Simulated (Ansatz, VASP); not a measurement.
# W in VASP and in Ansatz

```
W
1.0
    -1.54938    1.59730    1.59730
     1.59730   -1.54938    1.59730
     1.59730    1.59730   -1.54938
W
1
Direct
  0.00000 0.00000 0.00000
```

Change from the starting cell: equal xy, yz and zx shear strains of +3 %, PAW files.

Alike in both runs: task electric field gradients; functional PBE; k mesh 14 × 14 × 14; occupations fermi-dirac, width 0.03 eV; no spin polarisation.

|  | VASP | Ansatz |
| --- | --- | --- |
| version | VASP 6.6.1 | Ansatz 0.2.0 |
| potentials or method | VASP PAW PBE potentials, release 64 (W_sv) | PAW with Ansatz's default frozen-core files, scalar-relativistic |
| plane-wave cutoff (eV) | 520 | 420 |
| valence electrons in the cell | 14 | 14 |

```csv
,VASP,Ansatz,Ansatz less VASP
pressure (GPa),-2.0,-2.4,-0.49
"traceless stress, the component that is largest in VASP (GPa)",-3.76,-3.67,+0.091
size of Vzz on the site where it differs most (V/Å²),2.2,1.3,-0.89
```

Neither program's run includes spin-orbit coupling.
